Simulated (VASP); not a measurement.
A run of VASP 6.6.1 is set up as follows.

The input INCAR:

```
  PREC = Accurate
  ENCUT = 520
  EDIFF = 1E-6
  ISMEAR = 0
  SIGMA = 0.05
  LREAL = False
  LASPH = True
  NELM = 80
  ALGO = Normal
  ISIF = 2
  LWAVE = False
  LCHARG = False
  GGA = PS
  NBANDS = 18
```

Contents of KPOINTS:

```
regular mesh
0
Gamma
  8 1 6
```

The input POSCAR:

```
P
1.0
    3.2837277200      0.0000000000      0.0000000000
    0.0000000000     34.8570309900      0.0000000000
    0.0000000000      0.0000000000      4.7710472513
P
4
Direct
    0.0000000000      0.9702614300      0.5921507200
    0.0000000000      0.0297385700      0.4078492800
    0.5000000000      0.0297385700      0.0921507200
    0.5000000000      0.9702614300      0.9078492800
```

Potentials or basis: VASP PAW PBE potentials, release 64 (P).

Launch:

```sh
$ cat potpaw_PBE.64/P/POTCAR > POTCAR
$ mpirun -np 1 vasp_std > vasp.out
```

Q: Predict the largest force.

A: 0.191 eV/Å.

Q: What does it give for the band gap on the k mesh?

A: 1.07 eV, direct.

Forces on the atoms (eV/Å):
```
P    0.000  0.035  0.188
P    0.000 -0.035 -0.188
P    0.000 -0.035  0.188
P    0.000  0.035 -0.188
```

Caveat: the cell differs from its parent crystal (strain +0.0300 x Voigt [0, 0, 1, 0, 0, 0]); the PAW data sets were made with another functional, which shifts forces and pressure a little.
